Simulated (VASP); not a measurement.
Li4SbPt:

```
Li Sb Pt
1.0
     3.10877    0.00000    0.00000
     0.00000    3.10877    0.00000
     0.00000    0.00000    9.32630
Li Sb Pt
4 1 1
Direct
  0.00000 0.00000 0.16667
  0.00000 0.00000 0.83333
  0.50000 0.50000 0.66667
  0.50000 0.50000 0.33333
  0.50000 0.50000 0.00000
  0.00000 0.00000 0.50000
```

* Program: VASP 6.6.1
* Task: relaxation of cell and atoms
* Functional: PBE
* Potentials or basis: VASP PAW PBE potentials, release 64 (Li_sv, Sb, Pt)
* Cutoff: 600 eV
* k mesh: 6 × 6 × 2
* Occupations: gaussian, width 0.1 eV
* Spin: no spin polarisation

At the start: pressure 3.8 GPa; volume 15.02 Å³/atom.

Question: Where does the relaxation end?

Answer: Over 10 steps the energy falls by 102.0 meV/atom and the volume is 16.39 Å³/atom (+9.1 %); space group P4/mmm (No. 123, to 0.05 Å).

Step by step:
```csv
step,energy change (eV),largest force (eV/Å),pressure (GPa),volume (Å³)
1,0.0000,0.8336,3.78,90.13
2,-0.1951,0.6933,0.95,94.81
3,-0.3251,0.6345,-2.37,103.70
4,-0.4919,0.4165,-1.28,101.42
5,-0.5901,0.2601,0.30,98.35
6,-0.6015,0.1793,0.07,98.79
7,-0.6087,0.0864,-0.30,99.61
8,-0.6088,0.0860,-0.26,99.52
9,-0.6115,0.0490,0.01,98.70
10,-0.6117,0.0331,0.12,98.33
```

Final structure:
```cif
data_structure
_symmetry_space_group_name_H-M 'P 1'
_symmetry_Int_Tables_number 1
_cell_length_a 3.4059
_cell_length_b 3.4059
_cell_length_c 8.4765
_cell_angle_alpha 90.000
_cell_angle_beta 90.000
_cell_angle_gamma 90.000
_cell_volume 98.33
loop_
_atom_site_label
_atom_site_type_symbol
_atom_site_fract_x
_atom_site_fract_y
_atom_site_fract_z
_atom_site_occupancy
Li1 Li 0.00000 0.00000 0.18835 1
Li2 Li 0.00000 0.00000 0.81165 1
Li3 Li 0.50000 0.50000 0.63905 1
Li4 Li 0.50000 0.50000 0.36095 1
Sb1 Sb 0.50000 0.50000 0.00000 1
Pt1 Pt 0.00000 0.00000 0.50000 1
```

Caveat: the cutoff is under 1.25 times the usual one of these potentials, so pressure, stress and relaxed cells hold a basis-set (Pulay) error.
